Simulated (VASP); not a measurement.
# Mg2Zn3Te5 in VASP: a series of runs

Mg2Zn3Te5 is run at these levels: PBE; tasks: single point.

Everything below comes from runs of VASP 6.6.1. Logs are shortened: lines on timing, memory, paths and dates and some standing lists are left out, and cuts for length are marked.

**1. The cell of the first run**

The typed cell holds 10 atoms: a = 4.466 Å, b = 4.467 Å, c = 18.431 Å, α = 82.97°, β = 83.02°, γ = 59.99°.

**2. Single point, PBE**

File INCAR:

```
SYSTEM = Mg2Zn3Te5
ALGO = Normal
EDIFF = 1E-6
ENCUT = 600
GGA = PE
GGA_COMPAT = .False.
ISIF = 2
ISMEAR = 0
LASPH = .True.
LCHARG = .False.
LREAL = .False.
LWAVE = .False.
NBANDS = 46
NELM = 120
PREC = Accurate
SIGMA = 0.1
```

File KPOINTS:

```
k-points
0
Gamma
  4 4 4
  0 0 0
```

File POSCAR:

```
Mg2Zn3Te5
1.0
   -2.2337226797      3.8667800053      0.0007691664
   -4.4674699108      0.0000664139      0.0027615297
   -2.2443246316      1.2855397691     18.2486067434
Mg Zn Te
2 3 5
Direct
    0.5994761156      0.6042916528      0.1940005970
    0.1976290382      0.1988579634      0.4044775909
    0.0026447443      0.0027269408      0.9929426286
    0.7998674955      0.7967303788      0.6072167876
    0.4005688134      0.3983227291      0.8002687883
    0.6536926773      0.6535229929      0.0397499908
    0.2475168856      0.2517284437      0.2505849271
    0.8458856860      0.8464708084      0.4605799207
    0.4508570477      0.4477298918      0.6536821667
    0.0518614964      0.0496181981      0.8464966022
```

Potentials or basis: VASP PAW PBE potentials, release 64 (Mg, Zn, Te).

The run is started by

```console
cat potpaw_PBE.64/Mg/POTCAR potpaw_PBE.64/Zn/POTCAR potpaw_PBE.64/Te/POTCAR > POTCAR
mpirun -np 1 vasp_std > vasp.out
```

OUTCAR:

```text
SYSTEM = Mg2Zn3Te5
   EDIFF = 1E-6
   ENCUT = 600
   GGA = PE
   ISIF = 2
   ISMEAR = 0
   LASPH = .True.
   LREAL = .False.
   NELM = 120
   PREC = Accurate

 ion  position               nearest neighbor table
   1  0.599  0.604  0.194-   7 2.78   7 2.78   7 2.78   6 2.81
   2  0.198  0.199  0.404-   8 2.77   8 2.77   8 2.77   7 2.81
   3  0.003  0.003  0.993-  10 2.67   6 2.72   6 2.72   6 2.72
   4  0.800  0.797  0.607-   8 2.68   9 2.71   9 2.72   9 2.72
   5  0.401  0.398  0.800-   9 2.67  10 2.71  10 2.71  10 2.71
   6  0.654  0.654  0.040-   3 2.72   3 2.72   3 2.72   1 2.81
   7  0.248  0.252  0.251-   1 2.78   1 2.78   1 2.78   2 2.81
   8  0.846  0.846  0.461-   4 2.68   2 2.77   2 2.77   2 2.77
   9  0.451  0.448  0.654-   5 2.67   4 2.71   4 2.72   4 2.72
  10  0.052  0.050  0.846-   3 2.67   5 2.71   5 2.71   5 2.71

  LATTYP: Found a triclinic cell.
 ALAT       =     4.4655464010
 B/A-ratio  =     1.0000100433
 C/A-ratio  =     4.1261871149
 COS(alpha) =     0.0002283225
 COS(beta)  =     0.1203216070
 COS(gamma) =     0.4995739973

  Lattice vectors:

 A1 = (   2.2337472311,   3.8667135914,  -0.0019923633)
 A2 = (  -2.2337226797,   3.8667800053,   0.0007691664)
 A3 = (   2.2231452792,   1.2854733552,  18.2458452137)

Analysis of symmetry for initial positions (statically):
=====================================================================
 Subroutine PRICEL returns:
 Original cell was already a primitive cell.

 Routine SETGRP: Setting up the symmetry group for a
 triclinic supercell.

 Subroutine GETGRP returns: Found  1 space group operations
 (whereof  1 operations were pure point group operations)
 out of a pool of  2 trial point group operations.

The static configuration has the point symmetry C_1 .

Analysis of symmetry for dynamics (positions and initial velocities):
=====================================================================
 Subroutine PRICEL returns:
 Original cell was already a primitive cell.

 Routine SETGRP: Setting up the symmetry group for a
 triclinic supercell.

 Subroutine GETGRP returns: Found  1 space group operations
 (whereof  1 operations were pure point group operations)
 out of a pool of  2 trial point group operations.

The dynamic configuration has the point symmetry C_1 .

 Subroutine INISYM returns: Found  1 space group operations
 (whereof  1 operations are pure point group operations),
 and found     1 'primitive' translations

----------------------------------------------------------------------------------------

                                     Primitive cell

  volume of cell :     315.2165

  direct lattice vectors                    reciprocal lattice vectors
    -2.233722680  3.866780005  0.000769166    -0.000007417  0.258612449 -0.018219102
    -4.467469911  0.000066414  0.002761530    -0.223853653 -0.129309868 -0.018421532
    -2.244324632  1.285539769 18.248606743     0.000033876  0.000008668  0.054802260

  length of vectors
     4.465591250  4.467470765 18.430986236     0.259253417  0.259173403  0.054802271

  position of ions in fractional coordinates (direct lattice)
     0.599476116  0.604291653  0.194000597
     0.197629038  0.198857963  0.404477591
     0.002644744  0.002726941  0.992942629
     0.799867496  0.796730379  0.607216788
     0.400568813  0.398322729  0.800268788
     0.653692677  0.653522993  0.039749991
     0.247516886  0.251728444  0.250584927
     0.845885686  0.846470808  0.460579921
     0.450857048  0.447729892  0.653682167
     0.051861496  0.049618198  0.846496602

  ion indices of the primitive-cell ions
   primitive index   ion index
                 1           1
                 2           2
                 3           3
                 4           4
                 5           5
                 6           6
                 7           7
                 8           8
                 9           9
                10          10

----------------------------------------------------------------------------------------

 KPOINTS: k-points

Automatic generation of k-mesh.
 Grid dimensions read from file:
 generate k-points for:    4    4    4

 Generating k-lattice:

  Cartesian coordinates                     Fractional coordinates (reciprocal lattice)
    -0.000001854  0.064653112 -0.004554776     0.250000000  0.000000000  0.000000000
    -0.055963413 -0.032327467 -0.004605383    -0.000000000  0.250000000  0.000000000
     0.000008469  0.000002167  0.013700565     0.000000000  0.000000000  0.250000000

  Length of vectors
     0.064813354  0.064793351  0.013700568

  Shift w.r.t. Gamma in fractional coordinates (k-lattice)
     0.000000000  0.000000000  0.000000000

 Subroutine IBZKPT returns following result:
 ===========================================

 Found     36 irreducible k-points:

 Following reciprocal coordinates:
            Coordinates               Weight
  0.000000  0.000000  0.000000      1.000000
  0.250000 -0.000000  0.000000      2.000000
  0.500000 -0.000000  0.000000      1.000000
  0.000000  0.250000  0.000000      2.000000
  0.250000  0.250000  0.000000      2.000000
  0.500000  0.250000  0.000000      2.000000
[... 16 lines left out ...]
 -0.000000 -0.250000  0.250000      2.000000
  0.250000 -0.250000  0.250000      2.000000
 [... further k-points ...]
   k-points           NKPTS =     36   k-points in BZ     NKDIM =     36   number of bands    NBANDS=     46
   number of dos      NEDOS =    301   number of ions     NIONS =     10
   total plane-waves  NPLWV = 194400
   dimension x,y,z NGX =    36 NGY =   36 NGZ =  150
   dimension x,y,z NGXF=    72 NGYF=   72 NGZF=  300
   ions per type =               2   3   5
   NGX,Y,Z   is equivalent  to a cutoff of  13.40, 13.40, 13.53 a.u.
   NGXF,Y,Z  is equivalent  to a cutoff of  26.80, 26.79, 27.06 a.u.
 SYSTEM =  Mg2Zn3Te5
   PREC   = accura    normal or accurate (medium, high low for compatibility)
   ISTART =      0    job   : 0-new  1-cont  2-samecut
   ICHARG =      2    charge: 1-file 2-atom 10-const
   ISPIN  =      1    spin polarized calculation?
   LNONCOLLINEAR =      F non collinear calculations
   LSORBIT =      F    spin-orbit coupling
   LASPH  =      T    aspherical Exc in radial PAW
   ENCUT  =  600.0 eV  44.10 Ry    6.64 a.u.   8.92  8.92 36.81*2*pi/ulx,y,z
   NELM   =    120;   NELMIN=  2; NELMDL= -5     # of ELM steps
   EDIFF  = 0.1E-05   stopping-criterion for ELM
   LREAL  =      F    real-space projection
[... 7 lines left out ...]
   TEBEG  =    0.0;   TEEND  =   0.0 temperature during run
   PSTRESS=    0.0 pullay stress
   NELECT =      70.0000    total number of electrons
   NUPDOWN=      -1.0000    fix difference up-down
   EMIN   =  10.00;   EMAX   =-10.00  energy-range for DOS
   EFERMI =   0.00;   METHOD = LEGACY
   ISMEAR =     0;   SIGMA  =   0.10  broadening in eV -4-tet -1-fermi 0-gaus
   EFERMI_NEDOS =   21; number of points for ismear=-14 and -15
   IALGO  =     38    algorithm
   IMIX   =      4    mixing-type and parameters
     AMIX     =   0.40;   BMIX     =  1.00
     AMIX_MAG =   1.60;   BMIX_MAG =  1.00
  volume/ion in A,a.u.               =      31.52       212.72
  Fermi-wavevector in a.u.,A,eV,Ry     =   0.991375  1.873427 13.372132  0.982824
  Thomas-Fermi vector in A             =   2.123112
   LORBIT       =      0    0 simple, 1 ext, 2 COOP (PROOUT), +10 PAW based schemes
   GGA     = PE    functional components
   LHFCALC =     F    Hartree Fock is set to
   AEXX    =    0.0000 exact exchange contribution
   IVDW    =     0    specifies the selected vdW correction
   LEPSILON=     F    determine dielectric tensor
   LRPA    =     F    only Hartree local field effects (RPA)
 non-spin polarized calculation
 Gauss-broadening in eV      SIGMA  =   0.10
  energy-cutoff  :      600.00
  volume of cell :      315.22
 maximum number of plane-waves:     10561
   NGX = 17   NGY = 17   NGZ = 73

 number of electron      69.9999990 magnetization

 Free energy of the ion-electron system (eV)
  ---------------------------------------------------
  ext. energy  EPLUGINS =         0.00000000
  ---------------------------------------------------
  free energy    TOTEN  =       -28.10398090 eV

  energy without entropy =      -28.10398090  energy(sigma->0) =      -28.10398090

 E-fermi :   2.8905     XC(G=0):  -8.3292

 val. band max:        2.4140518112   @ k =   0.0000   0.0000   0.0000
 cond. band min:       3.6608577584   @ k =   0.0000   0.0000   0.0000
 fundamental gap:      1.2468059472
 Fermi energy:         2.8904993012

 k-point     1 :       0.0000    0.0000    0.0000
  band No.  band energies     occupation
      1      -8.7019      2.00000
      2      -8.4367      2.00000
      3      -8.2239      2.00000
      4      -7.9854      2.00000
      5      -7.8312      2.00000
      6      -4.1343      2.00000
[... 38 lines left out ...]
     45       7.4327      0.00000
     46       7.5376      0.00000

 k-point     2 :       0.2500   -0.0000    0.0000
  band No.  band energies     occupation
      1      -8.4135      2.00000
      2      -8.1880      2.00000
      3      -7.9886      2.00000
      4      -7.8153      2.00000
      5      -7.6547      2.00000
      6      -4.1091      2.00000
[... 38 lines left out ...]
     45       7.6769      0.00000
     46       7.9534      0.00000

 k-point     3 :       0.5000   -0.0000    0.0000
  band No.  band energies     occupation
      1      -8.0194      2.00000
      2      -7.8988      2.00000
      3      -7.7665      2.00000
      4      -7.6122      2.00000
      5      -7.4855      2.00000
      6      -4.0892      2.00000
[... 38 lines left out ...]
     45       7.5928      0.00000
     46       7.6672      0.00000

 k-point     4 :       0.0000    0.2500    0.0000
  band No.  band energies     occupation
      1      -8.4141      2.00000
      2      -8.1885      2.00000
      3      -7.9886      2.00000
      4      -7.8157      2.00000
      5      -7.6549      2.00000
      6      -4.1090      2.00000
[... 920 lines left out ...]
     45       7.6483      0.00000
     46       7.9866      0.00000

 k-point    23 :      -0.0000   -0.2500    0.2500
  band No.  band energies     occupation
      1      -8.4122      2.00000
      2      -8.1997      2.00000
      3      -7.9569      2.00000
      4      -7.8467      2.00000
      5      -7.6463      2.00000
      6      -4.1088      2.00000
[... 38 lines left out ...]
     45       7.6567      0.00000
     46       8.0187      0.00000

 k-point    24 :       0.2500   -0.2500    0.2500
  band No.  band energies     occupation
      1      -8.0334      2.00000
      2      -7.9014      2.00000
      3      -7.7648      2.00000
      4      -7.6166      2.00000
      5      -7.4831      2.00000
      6      -4.0846      2.00000
[... 38 lines left out ...]
     45       7.6772      0.00000
     46       8.0444      0.00000

 [... further k-points ...]

------------------------ aborting loop because EDIFF is reached ----------------------------------------

  FORCE on cell =-STRESS in cart. coord.  units (eV):
  Direction    XX          YY          ZZ          XY          YZ          ZX
  --------------------------------------------------------------------------------------
  -------------------------------------------------------------------------------------
  Total        0.0367802      0.0938893      0.0038840     -0.0116002      0.0213891      0.0365029
  in kB        0.1869457      0.4772193      0.0197415     -0.0589612      0.1087163      0.1855362
  external PRESSURE =       0.2279688 kB  Pullay stress =       0.0000000 kB

 VOLUME and BASIS-vectors are now :
 -----------------------------------------------------------------------------
  energy-cutoff  :      600.00
  volume of cell :      315.22
      direct lattice vectors                 reciprocal lattice vectors
    -2.233722680  3.866780005  0.000769166    -0.000007417  0.258612449 -0.018219102
    -4.467469911  0.000066414  0.002761530    -0.223853653 -0.129309868 -0.018421532
    -2.244324632  1.285539769 18.248606743     0.000033876  0.000008668  0.054802260

 POSITION                                       TOTAL-FORCE (eV/Angst)
 -----------------------------------------------------------------------------------
     -4.47412      2.56748      3.54237         0.001355      0.001616      0.000757
     -2.23762      1.28417      7.38185        -0.000592     -0.000390      0.011485
     -2.24658      1.28669     18.11983         0.002645     -0.000039     -0.009381
     -6.70884      3.87357     11.08368         0.001435     -0.005889      0.006523
     -4.47032      2.57772     14.60520        -0.001779     -0.000676     -0.004644
     -4.46897      2.57883      0.72769        -0.000740     -0.000154      0.009856
     -2.23987      1.27925      4.57371         0.000887      0.002706     -0.003079
     -6.70475      3.86300      8.40793        -0.001058      0.002568     -0.013973
     -4.47438      2.58373     11.93037        -0.000068     -0.000422     -0.001889
     -2.23733      1.28875     15.44756        -0.002084      0.000680      0.004345
 -----------------------------------------------------------------------------------
    total drift:                               -0.000402     -0.000562     -0.000159

  FREE ENERGIE OF THE ION-ELECTRON SYSTEM (eV)
  ---------------------------------------------------
  free  energy   TOTEN  =       -28.1039808988 eV

  energy  without entropy=      -28.1039808988  energy(sigma->0) =      -28.10398090
```

It took 21 min on 1 thread of Intel Xeon 8259CL, shared host; peak memory 0.84 GiB.

What came out:

| Quantity | Value |
| --- | --- |
| Free energy | -28.1040 eV |
| Pressure | 0.0 GPa |
| Largest force | 0.014 eV/Å |
| Band gap on the k mesh | 1.25 eV |

Forces in eV/Å, atoms in the order of the input:
```
Mg   0.001  0.002  0.001
Mg  -0.001  0.000  0.011
Zn   0.003  0.000 -0.009
Zn   0.001 -0.006  0.007
Zn  -0.002 -0.001 -0.005
Te  -0.001  0.000  0.010
Te   0.001  0.003 -0.003
Te  -0.001  0.003 -0.014
Te   0.000  0.000 -0.002
Te  -0.002  0.001  0.004
```

Caveat: spin-orbit coupling is left out, which moves the levels of the heavy elements.

**3. Single point, PBE**

This run uses another cell than the first one, of 31.43 Å³/atom.

File INCAR:

```
SYSTEM = Mg2Zn3Te5
  ALGO = Normal
  EDIFF = 1E-6
  ENCUT = 520
  GGA = PE
  ISIF = 2
  ISMEAR = 0
  LASPH = .True.
  LCHARG = .False.
  LREAL = .False.
  LWAVE = .False.
  NBANDS = 46
  NELM = 80
  PREC = Accurate
  SIGMA = 0.1
```

KPOINTS is that of step 2.

File POSCAR:

```
Mg2Zn3Te5
1.0
   -2.2265781800      3.8565465347      0.0000000000
   -4.4531563599      0.0000000000      0.0000000000
   -2.2265781800      1.2855155116     18.3038002000
Mg Zn Te
2 3 5
Direct
    0.6020550000      0.6020550000      0.1938350000
    0.1984960000      0.1984960000      0.4045120000
    0.0024540000      0.0024540000      0.9926380000
    0.7975880000      0.7975880000      0.6072360000
    0.3999910000      0.3999910000      0.8000270000
    0.6534160000      0.6534160000      0.0397520000
    0.2497170000      0.2497170000      0.2508490000
    0.8463630000      0.8463630000      0.4609110000
    0.4487590000      0.4487590000      0.6537230000
    0.0511610000      0.0511610000      0.8465170000
```

Potentials or basis: VASP PAW PBE potentials, release 64 (Mg, Zn, Te).

The run is started by

```console
cat potpaw_PBE.64/Mg/POTCAR potpaw_PBE.64/Zn/POTCAR potpaw_PBE.64/Te/POTCAR > POTCAR
mpirun -np 1 vasp_std > vasp.out
```

Run time: 3.2 min. Hardware: 1 thread of Intel Xeon Platinum 8488C (Sapphire Rapids), shared host; peak memory 0.53 GiB.

It converged, with:

- Free energy: -28.1026 eV
- Pressure: 0.1 GPa
- Largest force: 0.020 eV/Å
- Band gap on the k mesh: 1.26 eV

Forces on the atoms (eV/Å):
```
Mg   0.000  0.000 -0.009
Mg   0.000  0.000 -0.003
Zn   0.000  0.000 -0.012
Zn   0.000  0.000 -0.008
Zn   0.000  0.000 -0.011
Te   0.000  0.000  0.020
Te   0.000  0.000  0.003
Te   0.000  0.000 -0.006
Te   0.000  0.000  0.017
Te   0.000  0.000  0.009
```

Stress tensor (GPa, compression positive):
```
 0.26  0.00  0.00
 0.00  0.26  0.00
 0.00  0.00 -0.10
```

Levels at points of the mesh, in eV from the valence-band top:
```
           k point  band 33  band 34  band 35  band 36  band 37  band 38
(0.00, 0.00, 0.00)    -0.08     0.00     0.00     1.26     1.74     1.89
(0.50, 0.00, 0.00)    -1.07    -0.73    -0.70     2.10     2.54     2.69
(0.50, 0.50, 0.00)    -1.00    -0.90    -0.76     2.34     2.53     2.57
(0.00, 0.00, 0.50)    -0.22    -0.01    -0.01     1.59     1.75     1.80
```

Caveat: spin-orbit coupling is left out, which moves the levels of the heavy elements. A k mesh can miss the band edges.
